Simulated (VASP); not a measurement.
# Ni2Ge (Pnma) in VASP: a series of runs

Ni2Ge is run at these levels: PBEsol; tasks: single point.

Program: VASP 6.6.1. These are calculated values, not measurements. Logs are shortened: lines on timing, memory, paths and dates and some standing lists are left out, and cuts for length are marked.

**1. The cell of the first run**

The structure is orthorhombic, space group Pnma (No. 62). The conventional cell has a = 5.219 Å, b = 3.830 Å, c = 7.283 Å, α = 90.00°, β = 90.00°, γ = 90.00°. Within 3.1 Å of Ni (site symmetry m) lie 5 Ge at 2.38 to 2.88 Å and 8 Ni at 2.65 to 2.80 Å. Ni (site symmetry m) has 5 Ge at 2.43 to 2.65 Å and 8 Ni at 2.65 to 2.80 Å within 3.2 Å. Ge (site symmetry m) has 10 Ni at 2.38 to 2.88 Å within 3.1 Å.

**2. Single point, PBEsol (12.13 Å³/atom)**

INCAR reads:

```
PREC = Accurate
ENCUT = 520
EDIFF = 1E-6
ISMEAR = 0
SIGMA = 0.1
LREAL = False
LASPH = True
NELM = 60
ALGO = Fast
ISIF = 2
LWAVE = False
LCHARG = False
GGA = PS
NBANDS = 80
KPAR = 4
```

KPOINTS reads:

```
Automatic mesh
0
Gamma
  8 10 6
```

POSCAR reads:

```
Ni2Ge
1.0
    5.2190630292      0.0000000000      0.0000000000
    0.0000000000      3.8301011748      0.0000000000
    0.0000000000      0.0000000000      7.2825475570
Ni Ge
8 4
Direct
    0.1687196972      0.7500000000      0.4398744645
    0.8312803028      0.2500000000      0.5601255355
    0.6687196972      0.7500000000      0.0601255355
    0.3312803028      0.2500000000      0.9398744645
    0.5425316874      0.7500000000      0.7045007002
    0.4574683126      0.2500000000      0.2954992998
    0.0425316874      0.7500000000      0.7954992998
    0.9574683126      0.2500000000      0.2045007002
    0.2156489568      0.7500000000      0.1143090675
    0.7843510432      0.2500000000      0.8856909325
    0.7156489568      0.7500000000      0.3856909325
    0.2843510432      0.2500000000      0.6143090675
```

Potentials or basis: VASP PAW PBE potentials, release 64 (Ni, Ge_d).

Launch:

```bash
$ cat potpaw_PBE.64/Ni/POTCAR potpaw_PBE.64/Ge_d/POTCAR > POTCAR
$ mpirun -np 4 vasp_std > vasp.out
```

OUTCAR:

```text
PREC = Accurate
   ENCUT = 520
   EDIFF = 1E-6
   ISMEAR = 0
   LREAL = False
   LASPH = True
   NELM = 60
   ISIF = 2
   GGA = PS

 ion  position               nearest neighbor table
   1  0.169  0.750  0.440-  12 2.38  12 2.38   9 2.38  11 2.40   6 2.65   6 2.65   7 2.67   5 2.74
                             2 2.75   2 2.75   8 2.80   8 2.80  11 2.88
   2  0.831  0.250  0.560-  11 2.38  11 2.38  10 2.38  12 2.40   5 2.65   5 2.65   8 2.67   6 2.74
                             1 2.75   1 2.75   7 2.80   7 2.80  12 2.88
   3  0.669  0.750  0.060-  10 2.38  10 2.38  11 2.38   9 2.40   8 2.65   8 2.65   5 2.67   7 2.74
                             4 2.75   4 2.75   6 2.80   6 2.80   9 2.88
   4  0.331  0.250  0.940-   9 2.38   9 2.38  12 2.38  10 2.40   7 2.65   7 2.65   6 2.67   8 2.74
                             3 2.75   3 2.75   5 2.80   5 2.80  10 2.88
   5  0.543  0.750  0.705-  12 2.43  12 2.43  11 2.49  10 2.65  10 2.65   2 2.65   2 2.65   3 2.67
                             7 2.69   7 2.69   1 2.74   4 2.80   4 2.80
   6  0.457  0.250  0.295-  11 2.43  11 2.43  12 2.49   9 2.65   9 2.65   1 2.65   1 2.65   4 2.67
                             8 2.69   8 2.69   2 2.74   3 2.80   3 2.80
   7  0.043  0.750  0.795-  10 2.43  10 2.43   9 2.49  12 2.65  12 2.65   4 2.65   4 2.65   1 2.67
                             5 2.69   5 2.69   3 2.74   2 2.80   2 2.80
   8  0.957  0.250  0.205-   9 2.43   9 2.43  10 2.49  11 2.65  11 2.65   3 2.65   3 2.65   2 2.67
                             6 2.69   6 2.69   4 2.74   1 2.80   1 2.80
   9  0.216  0.750  0.114-   4 2.38   4 2.38   1 2.38   3 2.40   8 2.43   8 2.43   7 2.49   6 2.65
                             6 2.65   3 2.88
  10  0.784  0.250  0.886-   3 2.38   3 2.38   2 2.38   4 2.40   7 2.43   7 2.43   8 2.49   5 2.65
                             5 2.65   4 2.88
  11  0.716  0.750  0.386-   2 2.38   2 2.38   3 2.38   1 2.40   6 2.43   6 2.43   5 2.49   8 2.65
                             8 2.65   1 2.88
  12  0.284  0.250  0.614-   1 2.38   1 2.38   4 2.38   2 2.40   5 2.43   5 2.43   6 2.49   7 2.65
                             7 2.65   2 2.88

  LATTYP: Found a simple orthorhombic cell.
 ALAT       =     3.8301011748
 B/A-ratio  =     1.3626436460
 C/A-ratio  =     1.9013982202

  Lattice vectors:

 A1 = (   0.0000000000,  -3.8301011748,   0.0000000000)
 A2 = (   5.2190630292,   0.0000000000,   0.0000000000)
 A3 = (   0.0000000000,   0.0000000000,   7.2825475570)

Analysis of symmetry for initial positions (statically):
=====================================================================
 Subroutine PRICEL returns:
 Original cell was already a primitive cell.

 Routine SETGRP: Setting up the symmetry group for a
 simple orthorhombic supercell.

 Subroutine GETGRP returns: Found  8 space group operations
 (whereof  2 operations were pure point group operations)
[... 157 lines left out ...]
     AMIX     =   0.40;   BMIX     =  1.00
     AMIX_MAG =   1.60;   BMIX_MAG =  1.00
  volume/ion in A,a.u.               =      12.13        81.87
  Fermi-wavevector in a.u.,A,eV,Ry     =   1.600390  3.024298 34.847886  2.561247
  Thomas-Fermi vector in A             =   2.697533
   LORBIT       =      0    0 simple, 1 ext, 2 COOP (PROOUT), +10 PAW based schemes
   GGA     = PS    functional components
   LHFCALC =     F    Hartree Fock is set to
   AEXX    =    0.0000 exact exchange contribution
   IVDW    =     0    specifies the selected vdW correction
   LEPSILON=     F    determine dielectric tensor
   LRPA    =     F    only Hartree local field effects (RPA)
 non-spin polarized calculation
 RMM-DIIS sequential band-by-band and
 Gauss-broadening in eV      SIGMA  =   0.10
  energy-cutoff  :      520.00
  volume of cell :      145.57
 maximum number of plane-waves:      3949
 NGX is ok and might be reduce to    40
   NGX = 19   NGY = 15   NGZ = 27

 number of electron     136.0000112 magnetization

 Free energy of the ion-electron system (eV)
  ---------------------------------------------------
  ext. energy  EPLUGINS =         0.00000000
  ---------------------------------------------------
  free energy    TOTEN  =       -73.04529851 eV

  energy without entropy =      -73.01159504  energy(sigma->0) =      -73.02844678

 E-fermi :   9.4403     XC(G=0): -13.1393

 val. band max:        9.4371084374   @ k =   0.0000   0.5000   0.3333
 cond. band min:       9.4425048913   @ k =   0.2500   0.3000   0.1667
 fundamental gap:      0.0053964539
 Fermi energy:         9.4403055921

 k-point     1 :       0.0000    0.0000    0.0000
  band No.  band energies     occupation
      1     -15.2352      2.00000
      2     -15.2320      2.00000
      3     -15.2296      2.00000
      4     -15.2289      2.00000
      5     -15.2247      2.00000
      6     -15.2236      2.00000
[... 1981 lines left out ...]
     79      14.7043      0.00000
     80      15.5803      0.00000

 [... further k-points ...]

------------------------ aborting loop because EDIFF is reached ----------------------------------------

  FORCE on cell =-STRESS in cart. coord.  units (eV):
  Direction    XX          YY          ZZ          XY          YZ          ZX
  --------------------------------------------------------------------------------------
  -------------------------------------------------------------------------------------
  Total       -8.9253587     -8.6922007     -8.8439741     -0.0000000      0.0000000      0.0000000
  in kB      -98.2313570    -95.6652499    -97.3356482     -0.0000000      0.0000000      0.0000000
  external PRESSURE =     -97.0774184 kB  Pullay stress =       0.0000000 kB

 VOLUME and BASIS-vectors are now :
 -----------------------------------------------------------------------------
  energy-cutoff  :      520.00
  volume of cell :      145.57
      direct lattice vectors                 reciprocal lattice vectors
     5.219063029  0.000000000  0.000000000     0.191605274  0.000000000  0.000000000
     0.000000000  3.830101175  0.000000000     0.000000000  0.261089709  0.000000000
     0.000000000  0.000000000  7.282547557     0.000000000  0.000000000  0.137314586

 POSITION                                       TOTAL-FORCE (eV/Angst)
 -----------------------------------------------------------------------------------
      0.88056      2.87258      3.20341         0.006981      0.000000     -0.000502
      4.33850      0.95753      4.07914        -0.006981      0.000000      0.000502
      3.49009      2.87258      0.43787         0.006981      0.000000      0.000502
      1.72897      0.95753      6.84468        -0.006981      0.000000     -0.000502
      2.83151      2.87258      5.13056         0.003918     -0.000000      0.006442
      2.38756      0.95753      2.15199        -0.003918     -0.000000     -0.006442
      0.22198      2.87258      5.79326         0.003918      0.000000     -0.006442
      4.99709      0.95753      1.48929        -0.003918     -0.000000      0.006442
      1.12549      2.87258      0.83246         0.008389      0.000000      0.005736
      4.09358      0.95753      6.45009        -0.008389      0.000000     -0.005736
      3.73502      2.87258      2.80881         0.008389      0.000000     -0.005736
      1.48405      0.95753      4.47373        -0.008389     -0.000000      0.005736
 -----------------------------------------------------------------------------------
    total drift:                                0.000000      0.000000      0.000000

  FREE ENERGIE OF THE ION-ELECTRON SYSTEM (eV)
  ---------------------------------------------------
  free  energy   TOTEN  =       -73.0452985097 eV

  energy  without entropy=      -73.0115950435  energy(sigma->0) =      -73.02844678
```

stdout:

```text
POSCAR found type information on POSCAR NiGe
 POSCAR found :  2 types and      12 ions
 scaLAPACK will be used
 -----------------------------------------------------------------------------
|                                                                             |
|                                                                             |
|     You enforced a specific xc type in the INCAR file but a different       |
|     I HOPE YOU KNOW WHAT YOU ARE DOING!                                     |
|                                                                             |
 -----------------------------------------------------------------------------

 LDA part: xc-table for (Slater+PW92), standard interpolation
 POSCAR, INCAR and KPOINTS ok, starting setup
 FFT: planning ... GRIDC
 FFT: planning ... GRID_SOFT
 FFT: planning ... GRID
 WAVECAR not read
 entering main loop
WARNING in EDDRMM: call to ZHEGV failed, returncode =   6  3     33
WARNING in EDDRMM: call to ZHEGV failed, returncode =   6  3     21
WARNING in EDDRMM: call to ZHEGV failed, returncode =   6  3     61
WARNING in EDDRMM: call to ZHEGV failed, returncode =   6  3     41
```

Wall time 8.2 min (4 MPI ranks of AMD EPYC 7R13 (Zen 3), shared host); peak memory 0.94 GiB.

What came out:

```
Free energy            : -73.0453 eV
Pressure               : -9.7 GPa
Largest force          : 0.010 eV/Å
Band gap on the k mesh : zero (bands 68 and 69 overlap by 1.52 eV)
```

Forces in eV/Å, atoms in the order of the input:
```
Ni   0.007  0.000 -0.001
Ni  -0.007  0.000  0.001
Ni   0.007  0.000  0.001
Ni  -0.007  0.000 -0.001
Ni   0.004  0.000  0.006
Ni  -0.004  0.000 -0.006
Ni   0.004  0.000 -0.006
Ni  -0.004  0.000  0.006
Ge   0.008  0.000  0.006
Ge  -0.008  0.000 -0.006
Ge   0.008  0.000 -0.006
Ge  -0.008  0.000  0.006
```

Caveat: the cell stands under tension; the PAW data sets were made with another functional, which shifts forces and pressure a little.

**3. Single point, PBEsol (10.76 Å³/atom)**

This run uses another cell than the first one, of 10.76 Å³/atom.

INCAR reads:

```
PREC     = Accurate       # precision mode
ENCUT    = 520            # plane-wave cutoff, eV
EDIFF    = 1E-6           # SCF threshold, eV
ISMEAR   = 0              # smearing method
SIGMA    = 0.1            # smearing width, eV
LREAL    = F              # projectors in reciprocal space
LASPH    = T              # aspherical terms in the spheres
NELM     = 80             # most SCF steps
ALGO     = Fast           # electronic algorithm
ISIF     = 2              # what is computed and relaxed
LWAVE    = F              # write WAVECAR
LCHARG   = T              # write CHGCAR
GGA      = PS             # functional
LELF     = T              # ELF
LVHAR    = T            
NBANDS   = 80             # bands
```

KPOINTS is that of step 2.

POSCAR reads:

```
Ni2Ge
1.0
    4.9004857445      0.0000000000      0.0000000000
    0.0000000000      3.7328973846      0.0000000000
    0.0000000000      0.0000000000      7.0570456051
Ni Ge
8 4
Direct
    0.1743333239      0.7500000000      0.4388651465
    0.8256666761      0.2500000000      0.5611348535
    0.6743333239      0.7500000000      0.0611348535
    0.3256666761      0.2500000000      0.9388651465
    0.5463181853      0.7500000000      0.7141780074
    0.4536818147      0.2500000000      0.2858219926
    0.0463181853      0.7500000000      0.7858219926
    0.9536818147      0.2500000000      0.2141780074
    0.2034072236      0.7500000000      0.1107939915
    0.7965927764      0.2500000000      0.8892060085
    0.7034072236      0.7500000000      0.3892060085
    0.2965927764      0.2500000000      0.6107939915
```

Potentials or basis: VASP PAW PBE potentials, release 64 (Ni, Ge_d).

Launch:

```bash
$ cat potpaw_PBE.64/Ni/POTCAR potpaw_PBE.64/Ge_d/POTCAR > POTCAR
$ mpirun -np 1 vasp_std > vasp.out
```

Wall time 42 min (1 thread of Oxide Virtual Turin-like, shared host); peak memory 0.83 GiB.

The run converged. Its results:

```yaml
Free_energy: -72.9407 eV
Pressure: 13.8 GPa
Largest_force: 0.016 eV/Å
Band_gap_on_the_k_mesh: zero (bands 68 and 69 overlap by 1.68 eV)
```

Forces on the atoms (eV/Å):
```
Ni  -0.001  0.000  0.005
Ni   0.001  0.000 -0.005
Ni  -0.001  0.000 -0.005
Ni   0.001  0.000  0.005
Ni   0.010  0.000  0.013
Ni  -0.010  0.000 -0.013
Ni   0.010  0.000 -0.013
Ni  -0.010  0.000  0.013
Ge   0.009  0.000 -0.002
Ge  -0.009  0.000  0.002
Ge   0.009  0.000  0.002
Ge  -0.009  0.000 -0.002
```

Stress tensor (GPa, compression positive):
```
13.81  0.00  0.00
 0.00 13.91  0.00
 0.00  0.00 13.81
```

Levels at points of the mesh, in eV from the Fermi level:
| k point | band 66 | band 67 | band 68 | band 69 | band 70 | band 71 |
| --- | --- | --- | --- | --- | --- | --- |
| (0.00, 0.00, 0.00) | -0.90 | -0.65 | -0.07 | 0.47 | 1.01 | 1.69 |
| (0.50, 0.00, 0.00) | -0.93 | 1.26 | 1.26 | 1.55 | 1.55 | 2.88 |
| (0.00, 0.50, 0.00) | -0.93 | -0.90 | -0.90 | 0.65 | 0.65 | 1.38 |
| (0.50, 0.50, 0.00) | -0.72 | -0.72 | -0.72 | -0.01 | -0.01 | -0.01 |
| (0.00, 0.00, 0.50) | -0.95 | -0.31 | -0.31 | 0.22 | 0.22 | 1.20 |
| (0.50, 0.00, 0.50) | -0.45 | 0.12 | 0.12 | 1.94 | 1.94 | 2.01 |
| (0.00, 0.50, 0.50) | -0.88 | -0.44 | -0.44 | -0.38 | -0.38 | 0.84 |
| (0.50, 0.50, 0.50) | -0.68 | -0.68 | -0.68 | 0.50 | 0.50 | 0.50 |

Caveat: the cell stands under pressure; the PAW data sets were made with another functional, which shifts forces and pressure a little. Spin polarisation is off, so any magnetic state and its effect on volume and gap are missing.
